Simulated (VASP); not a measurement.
Cd:

```
Cd
1.0
     2.97887    0.00000    0.00000
    -1.48944    2.57978    0.00000
     0.00000    0.00000    5.61765
Cd
2
Direct
  0.33333 0.66667 0.25000
  0.66667 0.33333 0.75000
```

```yaml
Program: VASP 6.6.1
Task: relaxation of cell and atoms
Functional: PBEsol
Potentials_or_basis: VASP PAW PBE potentials, release 64 (Cd)
Cutoff: 600 eV
k_mesh: 9 × 9 × 4
Occupations: gaussian, width 0.02 eV
Spin: no spin polarisation
```

At the start: pressure -0.6 GPa; volume 21.59 Å³/atom.

How do energy, volume and symmetry change on relaxing?

Over 12 steps the energy falls by 15.5 meV/atom and the volume is 21.64 Å³/atom (+0.3 %); space group P6_3/mmc (No. 194, to 0.1 Å) before and after.

Step by step:
| step | energy change (eV) | largest force (eV/Å) | pressure (GPa) | volume (Å³) |
| --- | --- | --- | --- | --- |
| 1 | 0.0000 | 0.0000 | -0.56 | 43.17 |
| 2 | -0.0032 | 0.0000 | -0.37 | 42.70 |
| 3 | -0.0125 | 0.0000 | 2.42 | 41.28 |
| 4 | -0.0132 | 0.0000 | 1.19 | 41.90 |
| 5 | -0.0137 | 0.0000 | 1.67 | 41.66 |
| 6 | -0.0146 | 0.0000 | 1.80 | 41.61 |
| 7 | -0.0163 | 0.0000 | 2.21 | 41.47 |
| 8 | -0.0180 | 0.0000 | 2.02 | 41.57 |
| 9 | -0.0224 | 0.0000 | 1.56 | 41.86 |
| 10 | -0.0283 | 0.0000 | 0.86 | 42.46 |
| 11 | -0.0304 | 0.0000 | -0.52 | 43.66 |
| 12 | -0.0311 | 0.0000 | -0.09 | 43.29 |

Final structure:
```
Cd
1.0
     2.91654    0.00000    0.00000
    -1.45827    2.52580    0.00000
     0.00000    0.00000    5.87616
Cd
2
Direct
  0.33333 0.66667 0.25000
  0.66667 0.33333 0.75000
```

Caveat: the PAW data sets were made with another functional, which shifts forces and pressure a little.
